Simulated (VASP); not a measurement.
SnAs, 2 atoms in the cell. Symmetry: Fm-3m, No. 225, cubic system. Conventional cell: a = 5.714 Å, b = 5.714 Å, c = 5.714 Å, α = 90.00°, β = 90.00°, γ = 90.00°. Within 3.8 Å of Sn (site symmetry m-3m) lie 6 As at 2.86 Å. As (site symmetry m-3m) has 6 Sn at 2.86 Å within 3.8 Å. 

- Program: VASP 6.6.1
- Task: relaxation of cell and atoms
- Functional: PBEsol
- Potentials or basis: VASP PAW PBE potentials, release 64 (Sn_d, As)
- Cutoff: 600 eV
- k mesh: 14 × 14 × 14
- Occupations: fermi-dirac, width 0.05 eV
- Spin: no spin polarisation
- Target pressure: 2 GPa
- Dipole correction: no
- Further INCAR settings: ALGO = Normal; EDIFF = 1e-06; IBRION = 2; EDIFFG = -0.002; NSW = 100; ISIF = 3

Potentials or basis: VASP PAW PBE potentials, release 64 (Sn_d, As).

Command:

```console
$ cat potpaw_PBE.64/Sn_d/POTCAR potpaw_PBE.64/As/POTCAR > POTCAR
$ mpirun -np 1 vasp_std > vasp.out
```

Hardware: 1 thread of Intel(R) Xeon(R) Platinum 8259CL CPU @ 2.50GHz (Skylake/Cascade Lake), with other jobs on the host.

Problem. Estimate the wall time of this run.

Solution. Wall time 85 s on 1 thread of Intel(R) Xeon(R) Platinum 8259CL CPU @ 2.50GHz (Skylake/Cascade Lake), on a shared host, peak memory 0.24 GiB. Counts: scf iterations 26, k points 104, ion steps 3.
